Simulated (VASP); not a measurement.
# KRb2FeSi6 (Fm-3m) in VASP: single point with RPBE

Aim: the single point of KRb2FeSi6 with RPBE.

Everything below comes from runs of VASP 6.6.1. Logs are shortened: lines on timing, memory, paths and dates and some standing lists are left out, and cuts for length are marked.

## Step 1: The cell of the first run

It takes space group Fm-3m (No. 225, cubic). The conventional cell has a = 9.209 Å, b = 9.209 Å, c = 9.209 Å, α = 90.00°, β = 90.00°, γ = 90.00°. Fe (site symmetry m-3m) has 6 Si at 1.99 Å within 2.6 Å. Within 2.7 Å of Si (site symmetry 4mm) lie 1 Fe at 1.99 Å and 1 K at 2.62 Å. Rb (site symmetry -43m) has 12 Si at 3.27 Å and 4 Fe at 3.99 Å and 4 K at 3.99 Å within 4.3 Å. K (site symmetry m-3m) has 6 Si at 2.62 Å within 3.5 Å.

## Step 2: Single point, RPBE

Input file POSCAR:

```
KRb2FeSi6
1.0
    0.0000000000      4.6044661800      4.6044661800
    4.6044661800      0.0000000000      4.6044661800
    4.6044661800      4.6044661800      0.0000000000
Fe Si Rb K
1 6 2 1
Direct
    0.0000000000      0.0000000000      0.0000000000
    0.7843000000      0.2157000000      0.2157000000
    0.2157000000      0.7843000000      0.2157000000
    0.2157000000      0.7843000000      0.7843000000
    0.7843000000      0.2157000000      0.7843000000
    0.2157000000      0.2157000000      0.7843000000
    0.7843000000      0.7843000000      0.2157000000
    0.2500000000      0.2500000000      0.2500000000
    0.7500000000      0.7500000000      0.7500000000
    0.5000000000      0.5000000000      0.5000000000
```

Input file INCAR.step1:

```
  PREC = Accurate
  ENCUT = 520
  EDIFF = 1E-6
  ISMEAR = -1
  SIGMA = 0.1
  LREAL = False
  LASPH = True
  NELM = 100
  ALGO = Fast
  ISIF = 2
  LWAVE = False
  LCHARG = True
  LMAXMIX = 4
  GGA = RP
  NBANDS = 40
```

Input file KPOINTS.step1:

```
Automatic mesh
0
Gamma
  7 7 7
```

Input file INCAR.step2:

```
  PREC = Accurate
  ENCUT = 520
  EDIFF = 1E-6
  ISMEAR = -5
  SIGMA = 0.1
  LREAL = False
  LASPH = True
  NELM = 100
  ALGO = Fast
  ISIF = 2
  LWAVE = False
  LCHARG = False
  LMAXMIX = 4
  GGA = RP
  LORBIT = 11
  NBANDS = 40
  NEDOS = 2001
  ICHARG = 11
```

Input file KPOINTS.step2:

```
Automatic mesh
0
Gamma
  11 11 11
```

Potentials or basis: VASP PAW PBE potentials, release 64 (Fe, Si, Rb_sv, K_sv).

Command:

```sh
> cat potpaw_PBE.64/Fe/POTCAR potpaw_PBE.64/Si/POTCAR potpaw_PBE.64/Rb_sv/POTCAR potpaw_PBE.64/K_sv/POTCAR > POTCAR
> cp INCAR.step1 INCAR
> cp KPOINTS.step1 KPOINTS
> mpirun -np 1 vasp_std > vasp.out
> cp INCAR.step2 INCAR
> cp KPOINTS.step2 KPOINTS
> mpirun -np 1 vasp_std > vasp.out
```

OUTCAR:

```text
PREC = Accurate
   ENCUT = 520
   EDIFF = 1E-6
   ISMEAR = -5
   LREAL = False
   LASPH = True
   NELM = 100
   ISIF = 2
   GGA = RP
   LORBIT = 11
   ICHARG = 11

 ion  position               nearest neighbor table
   1  0.000  0.000  0.000-   2 1.99   3 1.99   4 1.99   5 1.99   6 1.99   7 1.99   8 3.99   9 3.99
                             9 3.99   9 3.99   9 3.99   8 3.99   8 3.99   8 3.99
   2  0.784  0.216  0.216-   1 1.99  10 2.62   5 2.81   6 2.81   7 2.81   3 2.81   8 3.27   9 3.27
                             9 3.27   8 3.27
   3  0.216  0.784  0.216-   1 1.99  10 2.62   4 2.81   6 2.81   7 2.81   2 2.81   8 3.27   9 3.27
                             9 3.27   8 3.27
   4  0.216  0.784  0.784-   1 1.99  10 2.62   5 2.81   6 2.81   7 2.81   3 2.81   9 3.27   8 3.27
                             8 3.27   9 3.27
   5  0.784  0.216  0.784-   1 1.99  10 2.62   4 2.81   6 2.81   7 2.81   2 2.81   9 3.27   8 3.27
                             8 3.27   9 3.27
   6  0.216  0.216  0.784-   1 1.99  10 2.62   3 2.81   4 2.81   5 2.81   2 2.81   8 3.27   9 3.27
                             9 3.27   8 3.27
   7  0.784  0.784  0.216-   1 1.99  10 2.62   3 2.81   4 2.81   5 2.81   2 2.81   9 3.27   8 3.27
                             8 3.27   9 3.27
   8  0.250  0.250  0.250-   2 3.27   3 3.27   6 3.27   5 3.27   4 3.27   7 3.27   4 3.27   5 3.27
                             7 3.27   2 3.27   3 3.27   6 3.27   1 3.99  10 3.99   1 3.99   1 3.99
   9  0.750  0.750  0.750-   7 3.27   5 3.27   4 3.27   2 3.27   3 3.27   6 3.27   3 3.27   2 3.27
                             6 3.27   4 3.27   5 3.27   7 3.27  10 3.99   1 3.99  10 3.99  10 3.99
  10  0.500  0.500  0.500-   2 2.62   3 2.62   4 2.62   5 2.62   6 2.62   7 2.62   8 3.99   9 3.99
                             8 3.99   8 3.99   8 3.99   9 3.99   9 3.99   9 3.99

  LATTYP: Found a face centered cubic cell.
 ALAT       =     9.2089323600

  Lattice vectors:

 A1 = (   0.0000000000,   4.6044661800,   4.6044661800)
 A2 = (   4.6044661800,   0.0000000000,   4.6044661800)
 A3 = (   4.6044661800,   4.6044661800,   0.0000000000)

Analysis of symmetry for initial positions (statically):
=====================================================================
 Subroutine PRICEL returns:
 Original cell was already a primitive cell.

 Routine SETGRP: Setting up the symmetry group for a
 face centered cubic supercell.

 Subroutine GETGRP returns: Found 48 space group operations
 (whereof 48 operations were pure point group operations)
 out of a pool of 48 trial point group operations.

The static configuration has the point symmetry O_h .

Analysis of symmetry for dynamics (positions and initial velocities):
=====================================================================
 Subroutine PRICEL returns:
 Original cell was already a primitive cell.

 Routine SETGRP: Setting up the symmetry group for a
 face centered cubic supercell.

 Subroutine GETGRP returns: Found 48 space group operations
 (whereof 48 operations were pure point group operations)
 out of a pool of 48 trial point group operations.

The dynamic configuration has the point symmetry O_h .

 Subroutine INISYM returns: Found 48 space group operations
 (whereof 48 operations are pure point group operations),
 and found     1 'primitive' translations

----------------------------------------------------------------------------------------

                                     Primitive cell

  volume of cell :     195.2396

  direct lattice vectors                    reciprocal lattice vectors
     0.000000000  4.604466180  4.604466180    -0.108590221  0.108590221  0.108590221
     4.604466180  0.000000000  4.604466180     0.108590221 -0.108590221  0.108590221
     4.604466180  4.604466180  0.000000000     0.108590221  0.108590221 -0.108590221

  length of vectors
     6.511698519  6.511698519  6.511698519     0.188083780  0.188083780  0.188083780

  position of ions in fractional coordinates (direct lattice)
     0.000000000  0.000000000  0.000000000
     0.784300000  0.215700000  0.215700000
     0.215700000  0.784300000  0.215700000
     0.215700000  0.784300000  0.784300000
     0.784300000  0.215700000  0.784300000
     0.215700000  0.215700000  0.784300000
     0.784300000  0.784300000  0.215700000
     0.250000000  0.250000000  0.250000000
     0.750000000  0.750000000  0.750000000
     0.500000000  0.500000000  0.500000000

  ion indices of the primitive-cell ions
   primitive index   ion index
                 1           1
                 2           2
                 3           3
                 4           4
                 5           5
                 6           6
                 7           7
                 8           8
                 9           9
                10          10

----------------------------------------------------------------------------------------

 KPOINTS: Automatic mesh

Automatic generation of k-mesh.
 Grid dimensions read from file:
 generate k-points for:   11   11   11

 Generating k-lattice:

  Cartesian coordinates                     Fractional coordinates (reciprocal lattice)
    -0.009871838  0.009871838  0.009871838     0.090909091  0.000000000  0.000000000
     0.009871838 -0.009871838  0.009871838     0.000000000  0.090909091  0.000000000
     0.009871838  0.009871838 -0.009871838     0.000000000  0.000000000  0.090909091

  Length of vectors
     0.017098525  0.017098525  0.017098525

  Shift w.r.t. Gamma in fractional coordinates (k-lattice)
     0.000000000  0.000000000  0.000000000

 TETIRR: Found    201 inequivalent tetrahedra from     7986

 Subroutine IBZKPT returns following result:
 ===========================================

 Found     56 irreducible k-points:

 Following reciprocal coordinates:
            Coordinates               Weight
  0.000000  0.000000  0.000000      1.000000
  0.090909  0.000000  0.000000      8.000000
  0.181818  0.000000  0.000000      8.000000
  0.272727  0.000000  0.000000      8.000000
  0.363636  0.000000  0.000000      8.000000
  0.454545  0.000000  0.000000      8.000000
[... 16 lines left out ...]
 -0.272727  0.181818  0.000000     24.000000
 -0.181818  0.181818  0.000000     12.000000
 [... further k-points ...]
   k-points           NKPTS =     56   k-points in BZ     NKDIM =     56   number of bands    NBANDS=     40
   number of dos      NEDOS =   2001   number of ions     NIONS =     10
   total plane-waves  NPLWV = 110592
   dimension x,y,z NGX =    48 NGY =   48 NGZ =   48
   dimension x,y,z NGXF=    96 NGYF=   96 NGZF=   96
   ions per type =               1   6   2   1
   NGX,Y,Z   is equivalent  to a cutoff of  12.25, 12.25, 12.25 a.u.
   NGXF,Y,Z  is equivalent  to a cutoff of  24.51, 24.51, 24.51 a.u.
 SYSTEM =  unknown system
   PREC   = accura    normal or accurate (medium, high low for compatibility)
   ISTART =      0    job   : 0-new  1-cont  2-samecut
   ICHARG =     11    charge: 1-file 2-atom 10-const
   ISPIN  =      1    spin polarized calculation?
   LNONCOLLINEAR =      F non collinear calculations
   LSORBIT =      F    spin-orbit coupling
   LASPH  =      T    aspherical Exc in radial PAW
   ENCUT  =  520.0 eV  38.22 Ry    6.18 a.u.  12.11 12.11 12.11*2*pi/ulx,y,z
   NELM   =    100;   NELMIN=  2; NELMDL=  0     # of ELM steps
   EDIFF  = 0.1E-05   stopping-criterion for ELM
   LREAL  =      F    real-space projection
   EDIFFG = 0.1E-04   stopping-criterion for IOM
   NSW    =      0    number of steps for IOM
   IBRION =     -1    ionic relax: 0-MD 1-quasi-New 2-CG
   NFREE  =      0    steps in history (QN), initial steepest desc. (CG)
   ISIF   =      2    stress and relaxation
   ISYM   =      2    0-nonsym 1-usesym 2-fastsym
   POTIM  = 0.5000    time-step for ionic-motion
   TEBEG  =    0.0;   TEEND  =   0.0 temperature during run
   PSTRESS=    0.0 pullay stress
   NELECT =      59.0000    total number of electrons
   NUPDOWN=      -1.0000    fix difference up-down
   EMIN   =  10.00;   EMAX   =-10.00  energy-range for DOS
   EFERMI =   0.00;   METHOD = LEGACY
   ISMEAR =    -5;   SIGMA  =   0.10  broadening in eV -4-tet -1-fermi 0-gaus
   EFERMI_NEDOS =   21; number of points for ismear=-14 and -15
   IALGO  =     68    algorithm
   IMIX   =      4    mixing-type and parameters
     AMIX     =   0.40;   BMIX     =  1.00
     AMIX_MAG =   1.60;   BMIX_MAG =  1.00
  volume/ion in A,a.u.               =      19.52       131.75
  Fermi-wavevector in a.u.,A,eV,Ry     =   1.098591  2.076037 16.420915  1.206903
  Thomas-Fermi vector in A             =   2.234972
   LORBIT       =     11    0 simple, 1 ext, 2 COOP (PROOUT), +10 PAW based schemes
   GGA     = RP    functional components
   LHFCALC =     F    Hartree Fock is set to
   AEXX    =    0.0000 exact exchange contribution
   IVDW    =     0    specifies the selected vdW correction
   LEPSILON=     F    determine dielectric tensor
   LRPA    =     F    only Hartree local field effects (RPA)
 non-spin polarized calculation
 RMM-DIIS sequential band-by-band and
 Fermi weights with tetrahedron method with Bloechl corrections
  energy-cutoff  :      520.00
  volume of cell :      195.24
 maximum number of plane-waves:      5281

 number of electron      59.0000005 magnetization

 Free energy of the ion-electron system (eV)
  ---------------------------------------------------
  ext. energy  EPLUGINS =         0.00000000
  ---------------------------------------------------
  free energy    TOTEN  =       -27.87185295 eV

  energy without entropy =      -27.87185295  energy(sigma->0) =      -27.87185295

 E-fermi :   5.0808     XC(G=0):  -9.8959

 val. band max:        5.0455945777   @ k =   0.4545   0.2727   0.0909
 cond. band min:       5.0968745333   @ k =  -0.4545   0.1818   0.0909
 fundamental gap:      0.0512799556
 Fermi energy:         5.0807609034

 k-point     1 :       0.0000    0.0000    0.0000
  band No.  band energies     occupation
      1     -23.6569      2.00000
      2     -21.3412      2.00000
      3     -21.3172      2.00000
      4      -7.7160      2.00000
      5      -7.7160      2.00000
      6      -7.7160      2.00000
[... 32 lines left out ...]
     39       9.4437      0.00000
     40       9.4747      0.00000

 k-point     2 :       0.0909    0.0000    0.0000
  band No.  band energies     occupation
      1     -23.6569      2.00000
      2     -21.3407      2.00000
      3     -21.3176      2.00000
      4      -7.7233      2.00000
      5      -7.7171      2.00000
      6      -7.7171      2.00000
[... 935 lines left out ...]
     39       8.7600      0.00000
     40       9.9261      0.00000

 k-point    24 :      -0.1818    0.1818    0.0000
  band No.  band energies     occupation
      1     -23.6566      2.00000
      2     -21.3365      2.00000
      3     -21.3217      2.00000
      4      -7.7707      2.00000
      5      -7.7371      2.00000
      6      -7.7210      2.00000
[... 32 lines left out ...]
     39       8.9747      0.00000
     40       9.7122      0.00000

 [... further k-points ...]

------------------------ aborting loop because EDIFF is reached ----------------------------------------

  FORCE on cell =-STRESS in cart. coord.  units (eV):
  Direction    XX          YY          ZZ          XY          YZ          ZX
  --------------------------------------------------------------------------------------
  -------------------------------------------------------------------------------------
  Total       36.0760859     36.0760859     36.0760859      0.0000000     -0.0000000     -0.0000000
  in kB      296.0480038    296.0480038    296.0480038      0.0000000     -0.0000000     -0.0000000
  external PRESSURE =     296.0480038 kB  Pullay stress =       0.0000000 kB

 VOLUME and BASIS-vectors are now :
 -----------------------------------------------------------------------------
  energy-cutoff  :      520.00
  volume of cell :      195.24
      direct lattice vectors                 reciprocal lattice vectors
     0.000000000  4.604466180  4.604466180    -0.108590221  0.108590221  0.108590221
     4.604466180  0.000000000  4.604466180     0.108590221 -0.108590221  0.108590221
     4.604466180  4.604466180  0.000000000     0.108590221  0.108590221 -0.108590221

 POSITION                                       TOTAL-FORCE (eV/Angst)
 -----------------------------------------------------------------------------------
      0.00000      0.00000      0.00000        -0.000000     -0.000000     -0.000000
      1.98637      4.60447      4.60447         2.738604     -0.000000     -0.000000
      4.60447      1.98637      4.60447        -0.000000      2.738604     -0.000000
      7.22257      4.60447      4.60447        -2.738604     -0.000000     -0.000000
      4.60447      7.22257      4.60447        -0.000000     -2.738604     -0.000000
      4.60447      4.60447      1.98637        -0.000000     -0.000000      2.738604
      4.60447      4.60447      7.22257        -0.000000     -0.000000     -2.738604
      2.30223      2.30223      2.30223        -0.000000     -0.000000     -0.000000
      6.90670      6.90670      6.90670        -0.000000      0.000000     -0.000000
      4.60447      4.60447      4.60447        -0.000000     -0.000000     -0.000000
 -----------------------------------------------------------------------------------
    total drift:                               -0.000000     -0.000000     -0.000000

  FREE ENERGIE OF THE ION-ELECTRON SYSTEM (eV)
  ---------------------------------------------------
  free  energy   TOTEN  =       -27.8718529525 eV

  energy  without entropy=      -27.8718529525  energy(sigma->0) =      -27.87185295

 total charge

# of ion       s       p       d       tot
------------------------------------------
    1        0.789   1.107   7.252   9.148
    2        0.888   0.796   0.000   1.684
    3        0.888   0.796   0.000   1.684
    4        0.888   0.796   0.000   1.684
    5        0.888   0.796   0.000   1.684
    6        0.888   0.796   0.000   1.684
    7        0.888   0.796   0.000   1.684
    8        1.961   5.326   0.095   7.381
    9        1.961   5.326   0.095   7.381
   10        2.008   5.687   0.233   7.928
--------------------------------------------------
tot         12.047  22.221   7.675  41.943
```

Run time: 13 min. Hardware: 1 thread of AMD EPYC 9R45 (Zen 5), shared host; peak memory 0.56 GiB.

Results:

```yaml
Valence_electrons_inside_the_program's_atomic_spheres: Fe 9.15; Si 1.68; Rb 7.38; K 7.93
```

Caveat: the PAW data sets were made with another functional, which shifts forces and pressure a little; the run has no spin polarisation, though such a crystal can be magnetic; tetrahedron occupations give inexact forces and stress in metals. Spin polarisation is off, so any magnetic state and its effect on volume and gap are missing.
